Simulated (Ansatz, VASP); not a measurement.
# One calculation of HgTe, two programs

Contents of INCAR:

```
  PREC = Accurate
  ENCUT = 600
  EDIFF = 1E-6
  ISMEAR = -1
  SIGMA = 0.05
  LREAL = F
  LASPH = T
  NELM = 100
  ALGO = Normal
  ISIF = 3
  LWAVE = F
  LCHARG = F
  GGA = PE
  IVDW = 12
  IBRION = 2
  NSW = 60
  EDIFFG = -0.01
```

File KPOINTS:

```
regular mesh
0
Gamma
  7 7 7
```

POSCAR

```
HgTe
1.0
    0.0000000000      3.2145000000      3.2145000000
    3.2145000000      0.0000000000      3.2145000000
    3.2145000000      3.2145000000      0.0000000000
Hg Te
1 1
Direct
    0.0000000000      0.0000000000      0.0000000000
    0.7500000000      0.7500000000      0.7500000000
```

Contents of input.yaml:

```yaml
crystal:
  lattice:
    - [0.0, 3.2145, 3.2145]
    - [3.2145, 0.0, 3.2145]
    - [3.2145, 3.2145, 0.0]
  atoms:
    - { symbol: Hg, position: [0.0, 0.0, 0.0] }
    - { symbol: Te, position: [0.75, 0.75, 0.75] }
hamiltonian:
  xc: pbe
  pseudopotentials: { kind: paw }
  dispersion: d3bj
kpoints:
  mp_grid: { grid: [7, 7, 7] }
scf:
  occupations: { method: fermi_dirac, width: 0.05 }
output:
  forces: true
  stress: true
  eigenvalues: true
  write_density: true
  write_potential: true
  elf: true
  volumetric_format: npy
relax:
  f_tol: 0.01
  max_steps: 40
  cell: { stress_tol: 0.05 }
```

Alike in both runs: task relaxation of cell and atoms; functional PBE; dispersion D3(BJ); k mesh 7 × 7 × 7; occupations fermi-dirac, width 0.05 eV; no spin polarisation.

```csv
,VASP,Ansatz
version,VASP 6.6.1,Ansatz 0.2.0
potentials or method,"VASP PAW PBE potentials, release 64 (Hg, Te)",Ansatz PAW
plane-wave cutoff (eV),600,420
valence electrons in the cell,18,36
```

VASP gave:

| Property | Result |
| --- | --- |
| gap on the k mesh at the Fermi level, each at its own relaxed structure (eV) | none |
| relaxed volume (Å³/atom) | 35.14 |
| relaxed cell length with the largest relative difference (Å) | 4.632 |

Estimate Ansatz's values.

gap on the k mesh at the Fermi level, each at its own relaxed structure (eV): none; relaxed volume (Å³/atom): 35.08; relaxed cell length with the largest relative difference (Å): 4.629.

A gap of «none» marks a metal or a gap that the smearing closes. VASP's potentials hold 18 valence electrons a cell and Ansatz's 36, so a difference there can come from the potentials and not from the codes.

Neither program's run includes spin-orbit coupling. Noted on Ansatz's run: the plane-wave basis is chosen anew once the cell has moved, so the energies of steps on either side of that aren't comparable.
